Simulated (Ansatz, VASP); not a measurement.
## Two plane-wave programs on KI

```
K I
1.0
     2.92215   -3.87817    0.00000
     2.92215    3.87817    0.00000
     0.00000    0.00000    9.02383
K I
2 2
Direct
  0.75000 0.25000 0.75000
  0.25000 0.75000 0.25000
  0.00000 0.50000 0.00000
  0.50000 0.00000 0.00000
```

Alike in both runs: task relaxation of cell and atoms; functional PBE; k mesh 4 × 4 × 2; occupations gaussian, width 0.1 eV; no spin polarisation.

```csv
,VASP,Ansatz
version,VASP 6.6.1,Ansatz 0.2.0
potentials or method,"VASP PAW PBE potentials, release 64 (K_sv, I), cutoff 600 eV","scalar-relativistic, plane waves, PAW"
valence electrons in the cell,32,52
```

VASP gave:

```
gap on the k mesh at the Fermi level, each at its own relaxed structure (eV)  : 3.51
relaxed volume (Å³/atom)                                                      : 76.42
relaxed length of the cell vector where the two differ most in proportion (Å) : 7.965
```

Task: Estimate Ansatz's values.

Result: gap on the k mesh at the Fermi level, each at its own relaxed structure (eV): 3.31; relaxed volume (Å³/atom): 67.02; relaxed length of the cell vector where the two differ most in proportion (Å): 7.410.

One of these differences is far larger than is usual between the two programs; its cause wasn't traced. VASP's potentials hold 32 valence electrons a cell and Ansatz's 52, so a difference there can come from the potentials and not from the codes.

Neither program's run includes spin-orbit coupling. Noted on VASP's run: the volume moved by over 15 % at a fixed basis, so the end points are rough.
